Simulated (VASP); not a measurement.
Ir: single point with PBEsol

Crystal: Ir.

```xyz
1
Lattice="0.0000 1.9151 1.9151 1.9151 0.0000 1.9151 1.9151 1.9151 0.0000" Properties=species:S:1:pos:R:3 pbc="T T T"
Ir    0.0000    0.0000    0.0000
```

* Program: VASP 6.6.1
* Task: single point
* Functional: PBEsol
* Potentials or basis: VASP PAW PBE potentials, release 64 (Ir_sv_GW)
* Cutoff: 500 eV
* k mesh: 18 × 18 × 18
* Occupations: gaussian, width 0.05 eV
* Spin: no spin polarisation
* Dipole correction: no
* Second run: valence_matched
* Further INCAR settings: ALGO = Normal; EDIFF = 1e-06; NBANDS = 14

- Pressure: -3.3 GPa

Levels at points of the mesh, in eV from the Fermi level:
```csv
k point,band 6,band 7,band 8,band 9,band 10,band 11
"(0.00, 0.00, 0.00)",-3.98,-3.98,-3.98,-1.23,-1.23,13.53
"(0.50, 0.00, 0.00)",-4.08,-4.08,-0.86,0.89,0.89,7.29
"(0.50, 0.50, 0.00)",-7.47,0.87,1.47,1.47,1.61,10.56
```

Run time: 31 s on 1 thread of AMD EPYC 7R13 Processor (Zen 3), with other jobs on the host, peak memory 0.13 GiB.

Caveat: the PAW data sets were made with another functional, which shifts forces and pressure a little; spin-orbit coupling is left out, which moves the levels of the heavy elements.
